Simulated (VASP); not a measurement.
Runs of VASP 6.6.1 on AlNi. The structure is that of space group P4mm (No. 99), or close to it. The cells are those of the table. 

```csv
cell,gap on the mesh (eV),pressure (GPa),largest force (eV/Å)
"a = 2.844 Å, 2 atoms",none,10.5,0.99
"a = 2.917 Å, 2 atoms",none,-2.6,0.76
"a = 2.869 Å, 2 atoms",none,(a),0.91
"a = 2.893 Å, 2 atoms",none,1.4,0.83
```

Alike in all rows: task single point; level PBE; potentials or basis VASP PAW PBE potentials, release 64 (Al, Ni); no spin polarisation; k mesh 16 × 16 × 16; cutoff (eV) 520; smearing gaussian 0.15 eV.

Task: Fill in the values left out.

Result: (a) 5.7.

Caveats: the cell stands under pressure (at least some runs).

A gap of «none» marks levels without a gap at the run's occupations.
